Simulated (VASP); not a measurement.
# CdH6 (Pm-3m) in VASP: a series of runs, part 2 of 2

VASP 6.6.1.

**4. Single point, PBE**

This run uses another cell than the first one, of 30.34 Å³/atom.

File INCAR:

```
SYSTEM = CdH6
PREC     = Accurate       ! precision mode
ENCUT    = 520            ! plane-wave cutoff, eV
EDIFF    = 1E-7           ! SCF threshold, eV
ISMEAR   = 0              ! smearing method
SIGMA    = 0.02           ! smearing width, eV
LREAL    = .False.        ! projectors in reciprocal space
LASPH    = .True.         ! aspherical terms in the spheres
NELM     = 80             ! most SCF steps
ALGO     = Normal         ! electronic algorithm
ISIF     = 2              ! what is computed and relaxed
LWAVE    = .False.        ! write WAVECAR
LCHARG   = .True.         ! write CHGCAR
GGA      = PE             ! functional
LELF     = .True.         ! ELF
LVHAR    = .True.       
NBANDS   = 18             ! bands
```

File KPOINTS:

```
regular mesh
0
Gamma
  4 4 4
  0 0 0
```

File POSCAR:

```
CdH6
1.0
    5.9663094078      0.0000000000      0.0000000000
    0.0000000000      5.9663094078      0.0000000000
    0.0000000000      0.0000000000      5.9663094078
Cd H
1 6
Direct
    0.0000000000      0.0000000000      0.0000000000
    0.0628808557      0.5000000000      0.5000000000
    0.5000000000      0.0628808557      0.5000000000
    0.9371191443      0.5000000000      0.5000000000
    0.5000000000      0.9371191443      0.5000000000
    0.5000000000      0.5000000000      0.0628808557
    0.5000000000      0.5000000000      0.9371191443
```

Potentials or basis: VASP PAW PBE potentials, release 64 (Cd, H).

Run with:

```
$ cat potpaw_PBE.64/Cd/POTCAR potpaw_PBE.64/H/POTCAR > POTCAR
$ mpirun -np 1 vasp_std > vasp.out
```

OUTCAR:

```text
SYSTEM = CdH6
   PREC = Accurate
   ENCUT = 520
   EDIFF = 1E-7
   ISMEAR = 0
   LREAL = .False.
   LASPH = .True.
   NELM = 80
   ISIF = 2
   GGA = PE

 ion  position               nearest neighbor table
   1  0.000  0.000  0.000-
   2  0.063  0.500  0.500-   4 0.75
   3  0.500  0.063  0.500-   5 0.75
   4  0.937  0.500  0.500-   2 0.75
   5  0.500  0.937  0.500-   3 0.75
   6  0.500  0.500  0.063-   7 0.75
   7  0.500  0.500  0.937-   6 0.75

  LATTYP: Found a simple cubic cell.
 ALAT       =     5.9663094078

  Lattice vectors:

 A1 = (   5.9663094078,   0.0000000000,   0.0000000000)
 A2 = (   0.0000000000,   5.9663094078,   0.0000000000)
 A3 = (   0.0000000000,   0.0000000000,   5.9663094078)

Analysis of symmetry for initial positions (statically):
=====================================================================
 Subroutine PRICEL returns:
 Original cell was already a primitive cell.

 Routine SETGRP: Setting up the symmetry group for a
 simple cubic supercell.

 Subroutine GETGRP returns: Found 48 space group operations
 (whereof 48 operations were pure point group operations)
 out of a pool of 48 trial point group operations.

The static configuration has the point symmetry O_h .

Analysis of symmetry for dynamics (positions and initial velocities):
=====================================================================
 Subroutine PRICEL returns:
 Original cell was already a primitive cell.

 Routine SETGRP: Setting up the symmetry group for a
 simple cubic supercell.

 Subroutine GETGRP returns: Found 48 space group operations
 (whereof 48 operations were pure point group operations)
 out of a pool of 48 trial point group operations.

The dynamic configuration has the point symmetry O_h .

[... 114 lines left out ...]
  volume/ion in A,a.u.               =      30.34       204.75
  Fermi-wavevector in a.u.,A,eV,Ry     =   0.719107  1.358914  7.035766  0.517114
  Thomas-Fermi vector in A             =   1.808217
   LORBIT       =      0    0 simple, 1 ext, 2 COOP (PROOUT), +10 PAW based schemes
   GGA     = PE    functional components
   LHFCALC =     F    Hartree Fock is set to
   AEXX    =    0.0000 exact exchange contribution
   IVDW    =     0    specifies the selected vdW correction
   LEPSILON=     F    determine dielectric tensor
   LRPA    =     F    only Hartree local field effects (RPA)
 non-spin polarized calculation
 Gauss-broadening in eV      SIGMA  =   0.02
  energy-cutoff  :      520.00
  volume of cell :      212.38
 maximum number of plane-waves:      5832
 NGX is ok and might be reduce to    48
   NGX = 23   NGY = 23   NGZ = 23

 number of electron      18.0000014 magnetization

 Free energy of the ion-electron system (eV)
  ---------------------------------------------------
  ext. energy  EPLUGINS =         0.00000000
  ---------------------------------------------------
  free energy    TOTEN  =       -20.37999402 eV

  energy without entropy =      -20.37999402  energy(sigma->0) =      -20.37999402

 E-fermi :  -4.0867     XC(G=0):  -4.4623

 val. band max:       -4.2123063553   @ k =   0.5000   0.5000   0.5000
 cond. band min:      -0.4428761726   @ k =   0.5000   0.5000   0.5000
 fundamental gap:      3.7694301827
 Fermi energy:        -4.0867062638

 k-point     1 :       0.0000    0.0000    0.0000
  band No.  band energies     occupation
      1     -10.4631      2.00000
      2     -10.4631      2.00000
      3     -10.4588      2.00000
      4     -10.4588      2.00000
      5     -10.4588      2.00000
      6      -9.5124      2.00000
[... 187 lines left out ...]
      5     -10.4567      2.00000
      6      -9.2564      2.00000
[... 10 lines left out ...]
     17       4.3931      0.00000
     18       4.3931      0.00000

------------------------ aborting loop because EDIFF is reached ----------------------------------------

  FORCE on cell =-STRESS in cart. coord.  units (eV):
  Direction    XX          YY          ZZ          XY          YZ          ZX
  --------------------------------------------------------------------------------------
  -------------------------------------------------------------------------------------
  Total       -0.0662843     -0.0662843     -0.0662843     -0.0000000      0.0000000     -0.0000000
  in kB       -0.5000391     -0.5000391     -0.5000391     -0.0000000      0.0000000     -0.0000000
  external PRESSURE =      -0.5000391 kB  Pullay stress =       0.0000000 kB

 VOLUME and BASIS-vectors are now :
 -----------------------------------------------------------------------------
  energy-cutoff  :      520.00
  volume of cell :      212.38
      direct lattice vectors                 reciprocal lattice vectors
     5.966309408  0.000000000  0.000000000     0.167607801  0.000000000  0.000000000
     0.000000000  5.966309408  0.000000000     0.000000000  0.167607801  0.000000000
     0.000000000  0.000000000  5.966309408     0.000000000  0.000000000  0.167607801

 POSITION                                       TOTAL-FORCE (eV/Angst)
 -----------------------------------------------------------------------------------
      0.00000      0.00000      0.00000         0.000000     -0.000000      0.000000
      0.37517      2.98315      2.98315        -0.014128     -0.000000      0.000000
      2.98315      0.37517      2.98315         0.000000     -0.014128      0.000000
      5.59114      2.98315      2.98315         0.014128     -0.000000      0.000000
      2.98315      5.59114      2.98315         0.000000      0.014128      0.000000
      2.98315      2.98315      0.37517         0.000000     -0.000000     -0.014128
      2.98315      2.98315      5.59114         0.000000     -0.000000      0.014128
 -----------------------------------------------------------------------------------
    total drift:                                0.000000      0.000000     -0.000000

  FREE ENERGIE OF THE ION-ELECTRON SYSTEM (eV)
  ---------------------------------------------------
  free  energy   TOTEN  =       -20.3799940160 eV

  energy  without entropy=      -20.3799940160  energy(sigma->0) =      -20.37999402
```

OSZICAR:

```text
N       E                     dE             d eps       ncg     rms          rms(c)
DAV:   1     0.692876416320E+02    0.69288E+02   -0.64641E+03   360   0.736E+02
DAV:   2    -0.181799650247E+02   -0.87468E+02   -0.83602E+02   378   0.176E+02
DAV:   3    -0.223920710970E+02   -0.42121E+01   -0.41950E+01   482   0.425E+01
DAV:   4    -0.224090801117E+02   -0.17009E-01   -0.17005E-01   392   0.283E+00
DAV:   5    -0.224091882277E+02   -0.10812E-03   -0.10811E-03   450   0.203E-01    0.773E+00
DAV:   6    -0.210651318015E+02    0.13441E+01   -0.51774E-01   402   0.216E+00    0.421E+00
DAV:   7    -0.203657897851E+02    0.69934E+00   -0.12294E+00   392   0.375E+00    0.545E-01
DAV:   8    -0.203853062545E+02   -0.19516E-01   -0.33339E-02   364   0.918E-01    0.362E-01
DAV:   9    -0.203798377394E+02    0.54685E-02   -0.10227E-02   384   0.331E-01    0.366E-02
DAV:  10    -0.203799814527E+02   -0.14371E-03   -0.23200E-04   384   0.898E-02    0.103E-02
DAV:  11    -0.203799959335E+02   -0.14481E-04   -0.28886E-05   376   0.329E-02    0.480E-03
DAV:  12    -0.203799947842E+02    0.11493E-05   -0.35423E-06   380   0.849E-03    0.476E-03
DAV:  13    -0.203799940102E+02    0.77396E-06   -0.22909E-06   380   0.539E-03    0.109E-03
DAV:  14    -0.203799940160E+02   -0.58044E-08   -0.80879E-08   316   0.134E-03
   1 F= -.20379994E+02 E0= -.20379994E+02  d E =-.131332E-20
```

It took 41 s on 1 thread of Intel Xeon Platinum 8259CL at 2.50GHz (Skylake/Cascade Lake), shared host; peak memory 0.32 GiB.

What came out:

```yaml
Free_energy: -20.3800 eV
Pressure: -0.1 GPa
Largest_force: 0.014 eV/Å
Band_gap_on_the_k_mesh: 3.77 eV
```

Forces in eV/Å, atoms in the order of the input:
```
Cd   0.000  0.000  0.000
H   -0.014  0.000  0.000
H    0.000 -0.014  0.000
H    0.014  0.000  0.000
H    0.000  0.014  0.000
H    0.000  0.000 -0.014
H    0.000  0.000  0.014
```

A k mesh can miss the band edges.

**5. Relaxation of cell and atoms, PBE**

This run uses another cell than the first one, of 10.27 Å³/atom.

File INCAR:

```
SYSTEM = CdH6
  ALGO = Normal
  EDIFF = 1E-6
  EDIFFG = -0.04
  ENCUT = 600
  GGA = PE
  IBRION = 2
  ISIF = 3
  ISMEAR = 0
  LASPH = .TRUE.
  LCHARG = .FALSE.
  LREAL = .FALSE.
  LWAVE = .FALSE.
  NELM = 80
  NSW = 90
  PREC = Accurate
  SIGMA = 0.1
```

File KPOINTS:

```
k-points
0
G
  4 4 4
  0 0 0
```

File POSCAR:

```
CdH6
1.0
    4.1586406900      0.0000000000      0.0000000000
    0.0000000000      4.1586406900      0.0000000000
    0.0000000000      0.0000000000      4.1586406900
Cd H
1 6
Direct
    0.0000000000      0.0000000000      0.0000000000
    0.2070000000      0.5000000000      0.5000000000
    0.5000000000      0.2070000000      0.5000000000
    0.7930000000      0.5000000000      0.5000000000
    0.5000000000      0.7930000000      0.5000000000
    0.5000000000      0.5000000000      0.2070000000
    0.5000000000      0.5000000000      0.7930000000
```

Run with:

```
$ cat potpaw_PBE.64/Cd/POTCAR potpaw_PBE.64/H/POTCAR > POTCAR
$ mpirun -np 1 vasp_std > vasp.out
```

Wall time 3.5 min (1 thread of Intel Xeon Platinum 8259CL at 2.50GHz (Skylake/Cascade Lake), shared host); peak memory 0.22 GiB.

The run converged. Its results:

* Free energy: -20.1622 eV
* Relaxed volume: 18.77 Å³/atom
* Relaxed cell: a = 5.084 Å, b = 5.084 Å, c = 5.084 Å, α = 90.00°, β = 90.00°, γ = 90.00°
* Space group after relaxing (to 0.1 Å): Pm-3m (No. 221)
* Pressure after relaxing: 0.0 GPa
* Largest force after relaxing: 0.007 eV/Å
* Band gap on the k mesh: 3.03 eV

Forces in eV/Å, atoms in the order of the input:
```
Cd   0.000  0.000  0.000
H   -0.007  0.000  0.000
H    0.000 -0.007  0.000
H    0.007  0.000  0.000
H    0.000  0.007  0.000
H    0.000  0.000 -0.007
H    0.000  0.000  0.007
```

Final structure:
```
Cd H
1.0
     5.08381    0.00000    0.00000
     0.00000    5.08381    0.00000
     0.00000    0.00000    5.08381
Cd H
1 6
Direct
  0.00000 0.00000 0.00000
  0.07379 0.50000 0.50000
  0.50000 0.07379 0.50000
  0.92621 0.50000 0.50000
  0.50000 0.92621 0.50000
  0.50000 0.50000 0.07379
  0.50000 0.50000 0.92621
```

Levels at points of the mesh, in eV from the valence-band top:
```csv
k point,band 7,band 8,band 9,band 10,band 11,band 12
"(0.00, 0.00, 0.00)",-5.31,-5.31,-0.28,4.11,4.11,4.11
"(0.50, 0.00, 0.00)",-5.70,-5.32,-0.49,4.12,5.88,5.88
"(0.50, 0.50, 0.00)",-5.66,-5.60,-0.49,3.76,3.76,4.05
"(0.50, 0.50, 0.50)",-5.56,-5.56,0.00,3.03,3.14,3.14
```

Caveat: the volume moved by over 15 % at a fixed basis, so the end points are rough. A k mesh can miss the band edges.

**6. Single point, PBE**

This run uses another cell than the first one, of 32.38 Å³/atom.

File INCAR:

```
PREC = Accurate
ENCUT = 520
EDIFF = 1E-6
ISMEAR = 0
SIGMA = 0.01
LREAL = False
LASPH = True
NELM = 80
ALGO = Normal
ISIF = 2
LWAVE = False
LCHARG = False
GGA = PE
NBANDS = 18
```

File KPOINTS:

```
Automatic mesh
0
Gamma
  4 4 4
```

File POSCAR:

```
CdH6
1.0
    6.0969981679      0.0000000000      0.0000000000
    0.0000000000      6.0969981679      0.0000000000
    0.0000000000      0.0000000000      6.0969981679
Cd H
1 6
Direct
    0.0000000000      0.0000000000      0.0000000000
    0.0615302000      0.5000000000      0.5000000000
    0.5000000000      0.0615302000      0.5000000000
    0.9384698000      0.5000000000      0.5000000000
    0.5000000000      0.9384698000      0.5000000000
    0.5000000000      0.5000000000      0.0615302000
    0.5000000000      0.5000000000      0.9384698000
```

Potentials or basis: VASP PAW PBE potentials, release 64 (Cd, H).

Run with:

```
$ cat potpaw_PBE.64/Cd/POTCAR potpaw_PBE.64/H/POTCAR > POTCAR
$ mpirun -np 1 vasp_std > vasp.out
```

Run time: 36 s. Hardware: 1 thread of Intel Xeon Platinum 8259CL at 2.50GHz (Skylake/Cascade Lake), shared host; peak memory 0.32 GiB.

Results (log left out):

| Quantity | Value |
| --- | --- |
| Free energy | -20.3813 eV |
| Pressure | -0.1 GPa |
| Largest force | 0.011 eV/Å |
| Band gap on the k mesh | 3.82 eV |

Forces in eV/Å, atoms in the order of the input:
```
Cd   0.000  0.000  0.000
H   -0.011  0.000  0.000
H    0.000 -0.011  0.000
H    0.011  0.000  0.000
H    0.000  0.011  0.000
H    0.000  0.000 -0.011
H    0.000  0.000  0.011
```

Levels at points of the mesh, in eV from the valence-band top:
```csv
k point,band 7,band 8,band 9,band 10,band 11,band 12
"(0.00, 0.00, 0.00)",-4.92,-4.92,-0.18,4.46,4.46,4.46
"(0.50, 0.00, 0.00)",-5.02,-4.92,-0.19,4.02,4.94,4.94
"(0.50, 0.50, 0.00)",-5.01,-5.01,-0.13,4.01,4.01,4.58
"(0.50, 0.50, 0.50)",-5.00,-5.00,0.00,3.82,3.82,3.82
```

**7. Summary**

```tsv
task	cell	cutoff (eV)	smearing	gap on the mesh (eV)	pressure (GPa)	largest force (eV/Å)
single point	a = 5.324 Å, 7 atoms, atomic positions A	520	gaussian 0.1 eV	3.37	0.2	0.02
single point	a = 5.966 Å, 7 atoms, atomic positions B	520	gaussian 0.02 eV	3.77	-0.1	0.01
relaxation of cell and atoms	relaxed from a = 4.159 Å, 7 atoms, atomic positions C	600	gaussian 0.1 eV	3.03	0.0	0.01
single point	a = 6.097 Å, 7 atoms, atomic positions D	520	gaussian 0.01 eV	3.82	-0.1	0.01
```

Alike in all rows: level PBE; potentials or basis VASP PAW PBE potentials, release 64 (Cd, H); no spin polarisation; k mesh 4 × 4 × 4.

Caveats: the volume moved by over 15 % at a fixed basis, so the end points are rough (at least some runs).

Absolute energies hang on the potentials; compare differences alone.
